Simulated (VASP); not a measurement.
Input of a VASP 6.6.1 run:

Contents of INCAR:

```
SYSTEM = Cu
  PREC = Accurate
  ENCUT = 520
  EDIFF = 1E-7
  ISMEAR = 1
  SIGMA = 0.1
  LREAL = .False.
  LASPH = .True.
  NELM = 100
  ALGO = Normal
  ISIF = 2
  LWAVE = .False.
  LCHARG = .False.
  LDIPOL = .True.
  IDIPOL = 3
  DIPOL = 0.5 0.5 0.500
  GGA = PS
  NBANDS = 48
```

The input KPOINTS:

```
regular mesh
0
Gamma
  24 24 1
  0 0 0
```

POSCAR

```
Cu
1.0
    2.5195283580      0.0000000000      0.0000000000
    1.2597641790      2.1819755640      0.0000000000
    0.0000000000      0.0000000000     28.3431177410
Cu
7
Direct
    0.0000000000      0.0000000000      0.2822554693
    0.3333333333      0.3333333333      0.3548369796
    0.6666666667      0.6666666667      0.4274184898
    0.0000000000      0.0000000000      0.5000000000
    0.3333333333      0.3333333333      0.5725815102
    0.6666666667      0.6666666667      0.6451630204
    0.0000000000      0.0000000000      0.7177445307
```

Potentials or basis: VASP PAW PBE potentials, release 64 (Cu).

The run is started by

```console
$ cat potpaw_PBE.64/Cu/POTCAR > POTCAR
$ mpirun -np 1 vasp_std > vasp.out
```

(1) Estimate the largest force.

(2) Estimate the band gap on the k mesh.

Results:

(1) 0.069 eV/Å.

(2) zero (an odd number of electrons rules out a gap without spin polarisation).

Caveat: the PAW data sets were made with another functional, which shifts forces and pressure a little.
